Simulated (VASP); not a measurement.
# Er5C (P-62m) in VASP: notebook

The runs below take Er5C through single point, with PBE.

Everything below comes from runs of VASP 6.6.1. Logs are shortened: lines on timing, memory, paths and dates and some standing lists are left out, and cuts for length are marked.

**1. The cell of the first run**

The structure is hexagonal, space group P-62m (No. 189). The conventional cell has a = 5.820 Å, b = 5.820 Å, c = 5.336 Å, α = 90.00°, β = 90.00°, γ = 120.00°. Within 4.2 Å of Er (site symmetry m2m) lie 10 Er at 3.16 to 3.47 Å and 2 C at 3.23 Å. Er (site symmetry -6) has 9 Er at 3.34 to 3.36 Å and 3 C at 3.36 Å within 4.4 Å. C (site symmetry -62m) has 12 Er at 3.23 to 3.36 Å within 4.3 Å.

The cell was generated, and may not be a known phase.

**2. Single point, PBE**

The input, INCAR:

```
SYSTEM = Er5C
  PREC = Accurate
  ENCUT = 600
  EDIFF = 1E-6
  ISMEAR = 0
  SIGMA = 0.1
  LREAL = .False.
  LASPH = .True.
  NELM = 200
  ALGO = Normal
  ISIF = 2
  LWAVE = .False.
  LCHARG = .False.
  GGA = PE
  NBANDS = 34
  GGA_COMPAT = .False.
  LMAXMIX = 6
```

The input, KPOINTS:

```
Automatic mesh
0
Gamma
  3 3 4
  0 0 0
```

The input, POSCAR:

```
Er5C
1.0
    5.8200104200      0.0000000000      0.0000000000
   -2.9100052100      5.0402768700      0.0000000000
    0.0000000000      0.0000000000      5.3363399700
Er C
5 1
Direct
    0.3130345300      0.0000000000      0.5000000000
    0.6869654700      0.6869654700      0.5000000000
    0.0000000000      0.3130345300      0.5000000000
    0.3333333300      0.6666666700      0.0000000000
    0.6666666700      0.3333333300      0.0000000000
    0.0000000000      0.0000000000      0.0000000000
```

Potentials or basis: VASP PAW PBE potentials, release 64 (Er_3, C), 4f in core.

Started as:

```console
$ cat potpaw_PBE.64/Er_3/POTCAR potpaw_PBE.64/C/POTCAR > POTCAR
$ mpirun -np 1 vasp_std > vasp.out
```

OUTCAR:

```text
SYSTEM = Er5C
   PREC = Accurate
   ENCUT = 600
   EDIFF = 1E-6
   ISMEAR = 0
   LREAL = .False.
   LASPH = .True.
   NELM = 200
   ISIF = 2
   GGA = PE

 ion  position               nearest neighbor table
   1  0.313  0.000  0.500-   3 3.16   2 3.16   4 3.34   4 3.34   5 3.34   5 3.34   3 3.47   2 3.47
                             2 3.47   3 3.47
   2  0.687  0.687  0.500-   3 3.16   1 3.16   5 3.34   5 3.34   4 3.34   4 3.34   1 3.47   3 3.47
                             3 3.47   1 3.47
   3  0.000  0.313  0.500-   2 3.16   1 3.16   5 3.34   5 3.34   4 3.34   4 3.34   1 3.47   2 3.47
                             2 3.47   1 3.47
   4  0.333  0.667  0.000-   1 3.34   1 3.34   3 3.34   3 3.34   2 3.34   2 3.34   5 3.36   5 3.36
                             5 3.36
   5  0.667  0.333  0.000-   3 3.34   3 3.34   1 3.34   1 3.34   2 3.34   2 3.34   4 3.36   4 3.36
                             4 3.36
   6  0.000  0.000  0.000-

  LATTYP: Found a hexagonal cell.
 ALAT       =     5.8200104200
 C/A-ratio  =     0.9168952605

  Lattice vectors:

 A1 = (   5.8200104200,   0.0000000000,   0.0000000000)
 A2 = (  -2.9100052100,   5.0402768700,   0.0000000000)
 A3 = (   0.0000000000,   0.0000000000,   5.3363399700)

Analysis of symmetry for initial positions (statically):
=====================================================================
 Subroutine PRICEL returns:
 Original cell was already a primitive cell.

 Routine SETGRP: Setting up the symmetry group for a
 hexagonal supercell.

 Subroutine GETGRP returns: Found 12 space group operations
 (whereof 12 operations were pure point group operations)
 out of a pool of 24 trial point group operations.

The static configuration has the point symmetry D_3h.

Analysis of symmetry for dynamics (positions and initial velocities):
=====================================================================
 Subroutine PRICEL returns:
 Original cell was already a primitive cell.

 Routine SETGRP: Setting up the symmetry group for a
 hexagonal supercell.

 Subroutine GETGRP returns: Found 12 space group operations
 (whereof 12 operations were pure point group operations)
 out of a pool of 24 trial point group operations.

The dynamic configuration has the point symmetry D_3h.

 Subroutine INISYM returns: Found 12 space group operations
 (whereof 12 operations are pure point group operations),
 and found     1 'primitive' translations

----------------------------------------------------------------------------------------

                                     Primitive cell

  volume of cell :     156.5387

  direct lattice vectors                    reciprocal lattice vectors
     5.820010420  0.000000000  0.000000000     0.171820998  0.099200900  0.000000000
    -2.910005210  5.040276870  0.000000000     0.000000000  0.198401799  0.000000000
     0.000000000  0.000000000  5.336339970     0.000000000  0.000000000  0.187394357

  length of vectors
     5.820010420  5.820010417  5.336339970     0.198401799  0.198401799  0.187394357

  position of ions in fractional coordinates (direct lattice)
     0.313034530  0.000000000  0.500000000
     0.686965470  0.686965470  0.500000000
     0.000000000  0.313034530  0.500000000
     0.333333330  0.666666670  0.000000000
     0.666666670  0.333333330  0.000000000
     0.000000000  0.000000000  0.000000000

  ion indices of the primitive-cell ions
   primitive index   ion index
                 1           1
                 2           2
                 3           3
                 4           4
                 5           5
                 6           6

----------------------------------------------------------------------------------------

 KPOINTS: Automatic mesh

Automatic generation of k-mesh.
 Grid dimensions read from file:
 generate k-points for:    3    3    4

 Generating k-lattice:

  Cartesian coordinates                     Fractional coordinates (reciprocal lattice)
     0.057273666  0.033066967  0.000000000     0.333333333 -0.000000000  0.000000000
     0.000000000  0.066133933  0.000000000     0.000000000  0.333333333  0.000000000
     0.000000000  0.000000000  0.046848589     0.000000000  0.000000000  0.250000000

  Length of vectors
     0.066133933  0.066133933  0.046848589

  Shift w.r.t. Gamma in fractional coordinates (k-lattice)
     0.000000000  0.000000000  0.000000000

 Subroutine IBZKPT returns following result:
 ===========================================

 Found      9 irreducible k-points:

 Following reciprocal coordinates:
            Coordinates               Weight
  0.000000  0.000000  0.000000      1.000000
  0.333333  0.000000  0.000000      6.000000
  0.333333  0.333333  0.000000      2.000000
  0.000000  0.000000  0.250000      2.000000
  0.333333  0.000000  0.250000     12.000000
  0.333333  0.333333  0.250000      4.000000
  0.000000  0.000000  0.500000      1.000000
  0.333333  0.000000  0.500000      6.000000
  0.333333  0.333333  0.500000      2.000000
   k-points           NKPTS =      9   k-points in BZ     NKDIM =      9   number of bands    NBANDS=     34
   number of dos      NEDOS =    301   number of ions     NIONS =      6
   total plane-waves  NPLWV = 110592
   dimension x,y,z NGX =    48 NGY =   48 NGZ =   48
   dimension x,y,z NGXF=    96 NGYF=   96 NGZF=   96
   ions per type =               5   1
   NGX,Y,Z   is equivalent  to a cutoff of  13.71, 13.71, 14.95 a.u.
   NGXF,Y,Z  is equivalent  to a cutoff of  27.42, 27.42, 29.91 a.u.
 SYSTEM =  Er5C
   PREC   = accura    normal or accurate (medium, high low for compatibility)
   ISTART =      0    job   : 0-new  1-cont  2-samecut
   ICHARG =      2    charge: 1-file 2-atom 10-const
   ISPIN  =      1    spin polarized calculation?
   LNONCOLLINEAR =      F non collinear calculations
   LSORBIT =      F    spin-orbit coupling
   LASPH  =      T    aspherical Exc in radial PAW
   ENCUT  =  600.0 eV  44.10 Ry    6.64 a.u.  11.62 11.62 10.66*2*pi/ulx,y,z
   NELM   =    200;   NELMIN=  2; NELMDL= -5     # of ELM steps
   EDIFF  = 0.1E-05   stopping-criterion for ELM
   LREAL  =      F    real-space projection
   EDIFFG = 0.1E-04   stopping-criterion for IOM
   NSW    =      0    number of steps for IOM
   IBRION =     -1    ionic relax: 0-MD 1-quasi-New 2-CG
   NFREE  =      0    steps in history (QN), initial steepest desc. (CG)
   ISIF   =      2    stress and relaxation
   ISYM   =      2    0-nonsym 1-usesym 2-fastsym
   POTIM  = 0.5000    time-step for ionic-motion
   TEBEG  =    0.0;   TEEND  =   0.0 temperature during run
   PSTRESS=    0.0 pullay stress
   NELECT =      49.0000    total number of electrons
   NUPDOWN=      -1.0000    fix difference up-down
   EMIN   =  10.00;   EMAX   =-10.00  energy-range for DOS
   EFERMI =   0.00;   METHOD = LEGACY
   ISMEAR =     0;   SIGMA  =   0.10  broadening in eV -4-tet -1-fermi 0-gaus
   EFERMI_NEDOS =   21; number of points for ismear=-14 and -15
   IALGO  =     38    algorithm
   IMIX   =      4    mixing-type and parameters
     AMIX     =   0.40;   BMIX     =  1.00
     AMIX_MAG =   1.60;   BMIX_MAG =  1.00
  volume/ion in A,a.u.               =      26.09       176.06
  Fermi-wavevector in a.u.,A,eV,Ry     =   1.111560  2.100544 16.810896  1.235566
  Thomas-Fermi vector in A             =   2.248125
   LORBIT       =      0    0 simple, 1 ext, 2 COOP (PROOUT), +10 PAW based schemes
   GGA     = PE    functional components
   LHFCALC =     F    Hartree Fock is set to
   AEXX    =    0.0000 exact exchange contribution
   IVDW    =     0    specifies the selected vdW correction
   LEPSILON=     F    determine dielectric tensor
   LRPA    =     F    only Hartree local field effects (RPA)
 non-spin polarized calculation
 Gauss-broadening in eV      SIGMA  =   0.10
  energy-cutoff  :      600.00
  volume of cell :      156.54
 maximum number of plane-waves:      5295
 NGX is ok and might be reduce to    48
   NGX = 23   NGY = 23   NGZ = 21

 number of electron      48.9999998 magnetization

 Free energy of the ion-electron system (eV)
  ---------------------------------------------------
  ext. energy  EPLUGINS =         0.00000000
  ---------------------------------------------------
  free energy    TOTEN  =       -27.15814106 eV

  energy without entropy =      -27.11769989  energy(sigma->0) =      -27.13792047

 E-fermi :   3.1243     XC(G=0): -10.0856

 val. band max:        3.1011285779   @ k =   0.3333   0.3333   0.0000
 cond. band min:       3.1504846136   @ k =   0.3333   0.3333   0.5000
 fundamental gap:      0.0493560357
 Fermi energy:         3.1242834499

 k-point     1 :       0.0000    0.0000    0.0000
  band No.  band energies     occupation
      1     -21.9173      2.00000
      2     -21.8650      2.00000
      3     -21.8650      2.00000
      4     -21.7996      2.00000
      5     -21.5822      2.00000
      6     -21.5822      2.00000
[... 26 lines left out ...]
     33       5.4302      0.00000
     34       5.4795      0.00000

 k-point     2 :       0.3333    0.0000    0.0000
  band No.  band energies     occupation
      1     -21.9173      2.00000
      2     -21.8443      2.00000
      3     -21.7994      2.00000
      4     -21.7610      2.00000
      5     -21.6523      2.00000
      6     -21.6412      2.00000
[... 26 lines left out ...]
     33       5.5430      0.00000
     34       5.6711      0.00000

 k-point     3 :       0.3333    0.3333    0.0000
  band No.  band energies     occupation
      1     -21.9091      2.00000
      2     -21.7462      2.00000
      3     -21.7455      2.00000
      4     -21.7455      2.00000
      5     -21.6891      2.00000
      6     -21.6891      2.00000
[... 26 lines left out ...]
     33       5.1157      0.00000
     34       5.3099      0.00000

 k-point     4 :       0.0000    0.0000    0.2500
  band No.  band energies     occupation
      1     -21.9014      2.00000
      2     -21.8756      2.00000
      3     -21.8756      2.00000
      4     -21.7266      2.00000
      5     -21.6442      2.00000
      6     -21.6100      2.00000
[... 26 lines left out ...]
     33       5.3344      0.00000
     34       5.6803      0.00000

 k-point     5 :       0.3333    0.0000    0.2500
  band No.  band energies     occupation
      1     -21.9378      2.00000
      2     -21.8501      2.00000
      3     -21.8288      2.00000
      4     -21.7745      2.00000
      5     -21.7192      2.00000
      6     -21.5853      2.00000
[... 26 lines left out ...]
     33       5.2542      0.00000
     34       5.5431      0.00000

 k-point     6 :       0.3333    0.3333    0.2500
  band No.  band energies     occupation
      1     -21.9325      2.00000
      2     -21.7998      2.00000
      3     -21.7998      2.00000
      4     -21.7827      2.00000
      5     -21.6739      2.00000
      6     -21.6739      2.00000
[... 26 lines left out ...]
     33       5.2198      0.00000
     34       5.6763      0.00000

 k-point     7 :       0.0000    0.0000    0.5000
  band No.  band energies     occupation
      1     -21.8928      2.00000
      2     -21.8916      2.00000
      3     -21.8916      2.00000
      4     -21.7187      2.00000
      5     -21.5957      2.00000
      6     -21.5957      2.00000
[... 26 lines left out ...]
     33       5.3027      0.00000
     34       5.6015      0.00000

 k-point     8 :       0.3333    0.0000    0.5000
  band No.  band energies     occupation
      1     -21.9228      2.00000
      2     -21.9192      2.00000
      3     -21.8579      2.00000
      4     -21.7934      2.00000
      5     -21.6451      2.00000
      6     -21.5873      2.00000
[... 26 lines left out ...]
     33       5.6550      0.00000
     34       5.8515      0.00000

 k-point     9 :       0.3333    0.3333    0.5000
  band No.  band energies     occupation
      1     -21.9597      2.00000
      2     -21.8014      2.00000
      3     -21.7874      2.00000
      4     -21.7874      2.00000
      5     -21.7468      2.00000
      6     -21.7468      2.00000
[... 26 lines left out ...]
     33       5.0348      0.00000
     34       6.4369      0.00000

------------------------ aborting loop because EDIFF is reached ----------------------------------------

  FORCE on cell =-STRESS in cart. coord.  units (eV):
  Direction    XX          YY          ZZ          XY          YZ          ZX
  --------------------------------------------------------------------------------------
  -------------------------------------------------------------------------------------
  Total       -1.6613519     -1.6613519     -3.5274591      0.0000000     -0.0000000      0.0000000
  in kB      -17.0039795    -17.0039795    -36.1036344      0.0000000     -0.0000000      0.0000000
  external PRESSURE =     -23.3705312 kB  Pullay stress =       0.0000000 kB

 VOLUME and BASIS-vectors are now :
 -----------------------------------------------------------------------------
  energy-cutoff  :      600.00
  volume of cell :      156.54
      direct lattice vectors                 reciprocal lattice vectors
     5.820010420  0.000000000  0.000000000     0.171820998  0.099200900  0.000000000
    -2.910005210  5.040276870  0.000000000     0.000000000  0.198401799  0.000000000
     0.000000000  0.000000000  5.336339970     0.000000000  0.000000000  0.187394357

 POSITION                                       TOTAL-FORCE (eV/Angst)
 -----------------------------------------------------------------------------------
      1.82186      0.00000      2.66817        -0.436235      0.000000     -0.000000
      1.99907      3.46250      2.66817         0.218118      0.377791      0.000000
     -0.91093      1.57778      2.66817         0.218118     -0.377791     -0.000000
     -0.00000      3.36018      0.00000         0.000000     -0.000000     -0.000000
      2.91001      1.68009      0.00000         0.000000      0.000000     -0.000000
      0.00000      0.00000      0.00000         0.000000      0.000000     -0.000000
 -----------------------------------------------------------------------------------
    total drift:                               -0.000000     -0.000000      0.000000

  FREE ENERGIE OF THE ION-ELECTRON SYSTEM (eV)
  ---------------------------------------------------
  free  energy   TOTEN  =       -27.1581410573 eV

  energy  without entropy=      -27.1176998889  energy(sigma->0) =      -27.13792047
```

It took 2.3 min on 1 thread of Intel Xeon Platinum 8488C (Sapphire Rapids), shared host; peak memory 0.33 GiB.

What came out:

```
Free energy            : -27.1581 eV
Pressure               : -2.3 GPa
Largest force          : 0.436 eV/Å
Band gap on the k mesh : zero (an odd number of electrons rules out a gap without spin polarisation)
```

Forces on the atoms (eV/Å):
```
Er  -0.436  0.000  0.000
Er   0.218  0.378  0.000
Er   0.218 -0.378  0.000
Er   0.000  0.000  0.000
Er   0.000  0.000  0.000
C    0.000  0.000  0.000
```

Stress tensor (GPa, compression positive):
```
-1.70  0.00  0.00
 0.00 -1.70  0.00
 0.00  0.00 -3.61
```

Levels at points of the mesh, in eV from the Fermi level:
| k point | band 21 | band 22 | band 23 | band 24 | band 25 | band 26 | band 27 | band 28 |
| --- | --- | --- | --- | --- | --- | --- | --- | --- |
| (0.00, 0.00, 0.00) | -1.28 | -0.77 | -0.71 | -0.71 | 0.03 | 0.03 | 0.93 | 1.25 |
| (0.00, 0.00, 0.50) | -0.74 | -0.46 | -0.46 | -0.34 | 0.54 | 0.54 | 0.58 | 0.58 |

Caveat: the k points lie up to 0.42 Å⁻¹ apart, too coarse for converged energies and pressures of a metal; spin-orbit coupling is left out, which moves the levels of the heavy elements; the 4f electrons are frozen in the core, so they carry no moment and show no levels. Spin polarisation is off, so any magnetic state and its effect on volume and gap are missing.

**3. Single point, PBE**

This run uses another cell than the first one, of 27.57 Å³/atom.

The input, INCAR:

```
SYSTEM = Er5C
  PREC = Accurate
  ENCUT = 600
  EDIFF = 1E-6
  ISMEAR = 0
  SIGMA = 0.1
  LREAL = .FALSE.
  LASPH = .TRUE.
  NELM = 200
  ALGO = Normal
  ISIF = 2
  LWAVE = .FALSE.
  LCHARG = .FALSE.
  GGA = PE
  NBANDS = 34
  GGA_COMPAT = .FALSE.
  LMAXMIX = 6
```

The input, KPOINTS:

```
Automatic mesh
0
G
  3 3 4
  0 0 0
```

The input, POSCAR:

```
Er5C
1.0
    7.3150125459      0.0000000000      0.0000000000
   -3.6575062730      6.3349866938      0.0000000000
    0.0000000000      0.0000000000      3.5701962952
Er C
5 1
Direct
    0.2436056184      0.0000000000      0.5000000000
    0.7563943816      0.7563943816      0.5000000000
    0.0000000000      0.2436056184      0.5000000000
    0.3333333333      0.6666666667      0.0000000000
    0.6666666667      0.3333333333      0.0000000000
    0.0000000000      0.0000000000      0.0000000000
```

Potentials or basis: VASP PAW PBE potentials, release 64 (Er_3, C), 4f in core.

Started as:

```console
$ cat potpaw_PBE.64/Er_3/POTCAR potpaw_PBE.64/C/POTCAR > POTCAR
$ mpirun -np 1 vasp_std > vasp.out
```

Wall time 1.7 min (1 thread of Intel Xeon Platinum 8488C (Sapphire Rapids), shared host); peak memory 0.33 GiB.

It converged, with:

| Item | Value |
| --- | --- |
| Free energy | -29.3077 eV |
| Pressure | 0.5 GPa |
| Largest force | 0.017 eV/Å |
| Band gap on the k mesh | zero (an odd number of electrons rules out a gap without spin polarisation) |

Forces on the atoms (eV/Å):
```
Er   0.017  0.000  0.000
Er  -0.008 -0.015  0.000
Er  -0.008  0.015  0.000
Er   0.000  0.000  0.000
Er   0.000  0.000  0.000
C    0.000  0.000  0.000
```

Stress tensor (GPa, compression positive):
```
0.60 0.00 0.00
0.00 0.60 0.00
0.00 0.00 0.38
```

Levels at points of the mesh, in eV from the Fermi level:
```
           k point  band 22  band 23  band 24  band 25  band 26  band 27
(0.00, 0.00, 0.00)    -0.92    -0.92    -0.90     0.70     0.70     1.26
(0.00, 0.00, 0.50)    -0.80    -0.80     0.04     0.04     0.13     0.13
```

Caveat: the k points lie up to 0.44 Å⁻¹ apart, too coarse for converged energies and pressures of a metal; spin-orbit coupling is left out, which moves the levels of the heavy elements; the 4f electrons are frozen in the core, so they carry no moment and show no levels.

The gap in the log of VASP goes by the Fermi energy; the results here count the filled bands.